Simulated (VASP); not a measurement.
A run of VASP 6.6.1 is set up as follows.

File POSCAR:

```
SiC
1.0
    0.0145203490      2.1925726939      2.1925726939
    2.1925726939      0.0145203490      2.1925726939
    2.1925726939      2.1925726939      0.0145203490
Si C
1 1
Direct
    0.0002702081      0.0002702081      0.0002702081
    0.2497297919      0.2497297919      0.2497297919
```

INCAR.step1

```
SYSTEM = SiC
PREC     = Accurate       ! precision mode
ENCUT    = 500            ! plane-wave cutoff, eV
EDIFF    = 1E-8           ! SCF threshold, eV
ISMEAR   = 0              ! smearing method
SIGMA    = 0.01           ! smearing width, eV
LREAL    = .False.        ! projectors in reciprocal space
LASPH    = .True.         ! aspherical terms in the spheres
NELM     = 100            ! most SCF steps
ALGO     = Normal         ! electronic algorithm
LWAVE    = .True.         ! write WAVECAR
LCHARG   = .False.        ! write CHGCAR
GGA      = PE             ! functional
```

File INCAR.step2:

```
SYSTEM = SiC
PREC     = Accurate       ! precision mode
ENCUT    = 500            ! plane-wave cutoff, eV
EDIFF    = 1E-8           ! SCF threshold, eV
ISMEAR   = 0              ! smearing method
SIGMA    = 0.01           ! smearing width, eV
LREAL    = .False.        ! projectors in reciprocal space
LASPH    = .True.         ! aspherical terms in the spheres
NELM     = 1              ! most SCF steps
ALGO     = Exact          ! electronic algorithm
LWAVE    = .True.         ! write WAVECAR
LCHARG   = .False.        ! write CHGCAR
GGA      = PE             ! functional
NBANDS   = 91             ! bands
LOPTICS  = .True.         ! frequency-dependent dielectric function
ISTART   = 1
```

INCAR.step3

```
SYSTEM = SiC
PREC     = Accurate       ! precision mode
ENCUT    = 500            ! plane-wave cutoff, eV
EDIFF    = 1E-8           ! SCF threshold, eV
ISMEAR   = 0              ! smearing method
SIGMA    = 0.01           ! smearing width, eV
LREAL    = .False.        ! projectors in reciprocal space
LASPH    = .True.         ! aspherical terms in the spheres
ALGO     = EVGW0          ! electronic algorithm
LWAVE    = .False.        ! write WAVECAR
LCHARG   = .False.        ! write CHGCAR
GGA      = PE             ! functional
NELMGW   = 1            
NBANDS   = 91             ! bands
ENCUTGW  = 150.0          ! cutoff of the response function
NOMEGA   = 96             ! frequency points
PRECFOCK = Fast         
ISTART   = 1            
NBANDSGW = 12           
OMEGAMAX = 20
```

The input KPOINTS:

```
regular mesh
0
Gamma
  6 6 6
  0 0 0
```

Potentials or basis: VASP PAW PBE potentials, release 64 (Si_GW, C_GW).

Launch:

```sh
$ cat potpaw_PBE.64/Si_GW/POTCAR potpaw_PBE.64/C_GW/POTCAR > POTCAR
$ cp INCAR.step1 INCAR
$ mpirun -np 1 vasp_std > vasp.out
$ cp INCAR.step2 INCAR
$ mpirun -np 1 vasp_std > vasp.out
$ cp INCAR.step3 INCAR
$ mpirun -np 1 vasp_std > vasp.out
```

(1) Predict the quasiparticle gap.

(2) What does it give for the least direct quasiparticle gap?

(3) What does it give for the band gap of the starting levels on the mesh?

(4) What does it give for the least direct gap of the starting levels on the mesh?

Answers

(1) 2.12 eV.

(2) 5.50 eV.

(3) 1.33 eV.

(4) 4.47 eV.

Caveat: the k points lie up to 0.42 Å⁻¹ apart; bands, screening cutoff and mesh are small and nothing is extrapolated, so the quasiparticle values aren't converged.
